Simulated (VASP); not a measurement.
The system is CuI.

```
Cu I
1.0
     3.64947    0.00000    0.00000
     0.00000    3.64947    0.00000
     0.00000    0.00000    3.64947
Cu I
1 1
Direct
  0.00000 0.00000 0.00000
  0.50000 0.50000 0.50000
```

```yaml
Program: VASP 6.6.1
Task: relaxation of cell and atoms
Functional: LDA
Potentials_or_basis: VASP PAW LDA potentials, release 64 (Cu, I)
Cutoff: 600 eV
k_mesh: 6 × 6 × 6
Occupations: fermi-dirac, width 0.02 eV
Spin: no spin polarisation
```

At the start: pressure -4.9 GPa; volume 24.30 Å³/atom.

Question: How do energy, volume and symmetry change on relaxing?

Answer: Over 3 steps the energy falls by 46.6 meV/atom and the volume is 21.40 Å³/atom (-11.9 %); space group Pm-3m (No. 221, to 0.05 Å).

Step by step:
```
step  energy change (eV)  largest force (eV/Å)  pressure (GPa)  volume (Å³)
   1              0.0000                0.0000           -4.92        48.61
   2             -0.0915                0.0000           -0.72        43.54
   3             -0.0933                0.0000            0.00        42.81
```

Final structure:
```xyz
2
Lattice="3.4982 0.0000 0.0000 0.0000 3.4982 0.0000 0.0000 0.0000 3.4982" Properties=species:S:1:pos:R:3 pbc="T T T"
Cu    0.0000    0.0000    0.0000
I     1.7491    1.7491    1.7491
```
